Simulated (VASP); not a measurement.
## InF3: single point with LDA

The system is InF3.

```
In F
1.0
     2.54463    1.46914    4.84768
    -2.54463    1.46914    4.84768
     0.00000   -2.93828    4.84768
In F
2 6
Cartesian
  0.0000 0.0000 0.0000
  0.0000 0.0000 7.2715
  0.7824 1.4691 8.4834
  -1.6635 -0.0570 8.4834
  0.8811 -1.4122 8.4834
  -0.7824 -1.4691 6.0596
  1.6635 0.0570 6.0596
  -0.8811 1.4122 6.0596
```

```json
{"Program": "VASP 6.6.1", "Task": "single point", "Functional": "LDA", "Potentials or basis": "VASP PAW LDA potentials, release 64 (In_d, F)", "Cutoff": "520 eV", "k mesh": "6 × 6 × 6", "Occupations": "gaussian, width 0.02 eV", "Spin": "no spin polarisation"}
```

* Pressure: 0.6 GPa
* Largest force: 0.048 eV/Å
* Band gap on the k mesh: 4.26 eV, indirect (least direct gap 4.27 eV)

Forces in eV/Å, atoms in the order of the input:
```
In   0.000  0.000  0.000
In   0.000  0.000  0.000
F    0.048  0.000  0.000
F   -0.024  0.041  0.000
F   -0.024 -0.041  0.000
F   -0.048  0.000  0.000
F    0.024 -0.041  0.000
F    0.024  0.041  0.000
```

Stress tensor (GPa, compression positive):
```
0.51 0.00 0.00
0.00 0.51 0.00
0.00 0.00 0.68
```

Levels at points of the mesh, in eV from the valence-band top:
| k point | band 31 | band 32 | band 33 | band 34 | band 35 | band 36 | band 37 | band 38 |
| --- | --- | --- | --- | --- | --- | --- | --- | --- |
| (0.00, 0.00, 0.00) | -0.16 | -0.16 | -0.01 | -0.01 | 4.26 | 9.89 | 10.55 | 11.87 |
| (0.50, 0.00, 0.00) | -0.30 | -0.30 | -0.15 | -0.15 | 6.99 | 6.99 | 11.27 | 11.27 |
| (0.50, 0.50, 0.00) | -0.29 | -0.19 | -0.07 | 0.00 | 6.95 | 8.52 | 9.79 | 10.72 |
| (0.50, 0.50, 0.50) | -0.12 | -0.12 | -0.12 | -0.12 | 6.74 | 6.74 | 12.04 | 12.04 |

It took 85 s on 1 thread of Intel(R) Xeon(R) 6975P-C (Granite Rapids), with other jobs on the host, peak memory 0.27 GiB.

Caveat: spin-orbit coupling is left out, which moves the levels of the heavy elements. A k mesh can miss the band edges.
